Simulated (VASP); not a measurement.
Write the native input for VASP 6.6.1 that does the following.

```
Task                   : single point
Functional             : LDA
Potentials or basis    : VASP PAW LDA potentials, release 64 (Si)
Cutoff                 : 520 eV
k mesh                 : 10 × 10 × 3
Occupations            : gaussian, width 0.03 eV
Spin                   : no spin polarisation
Dipole correction      : no
Further INCAR settings : ALGO = Normal; EDIFF = 1e-06; NBANDS = 26
```

The structure of Si lies in POSCAR:

```
Si
1.0
   -3.8016851185      0.0000000000      0.0000000000
   -1.9008425592     -3.2923558898      0.0000000000
   -0.1584035466     -0.2743629908     12.5773876662
Si
8
Direct
    0.3333333333      0.2577901648      0.9065180230
    0.3333333333      0.2994568314      0.4065180230
    0.6666666667      0.6536234981      0.1565180230
    0.6666666667      0.6119568314      0.6565180230
    0.3333333333      0.3255431686      0.0934819770
    0.3333333333      0.2838765019      0.5934819770
    0.6666666667      0.6380431686      0.3434819770
    0.6666666667      0.5963765019      0.8434819770
```

This cell differs from its parent crystal: the part above a cut slid along it.

One way to write it, as run:

INCAR

```
SYSTEM = Si
  ALGO = Normal
  EDIFF = 1E-6
  ENCUT = 520
  ISIF = 2
  ISMEAR = 0
  LASPH = .True.
  LCHARG = .False.
  LREAL = .False.
  LWAVE = .False.
  NBANDS = 26
  NELM = 80
  PREC = Accurate
  SIGMA = 0.03
```

KPOINTS

```
k-points
0
Gamma
  10 10 3
  0 0 0
```

Potentials or basis: VASP PAW LDA potentials, release 64 (Si).

Command:

```console
$ cat potpaw_LDA.64/Si/POTCAR > POTCAR
$ mpirun -np 1 vasp_std > vasp.out
```

Results of the run:

| Property | Result |
| --- | --- |
| Pressure | 0.0 GPa |
| Largest force | 0.304 eV/Å |
| Band gap on the k mesh | 0.27 eV (least direct gap 1.02 eV) |

Caveat: the cell differs from its parent crystal (the part above a cut slid along it).

Wall time 2.3 min on 1 thread of AMD EPYC 9R45 96-Core Processor (Zen 5) (shared host), peak memory 0.33 GiB.
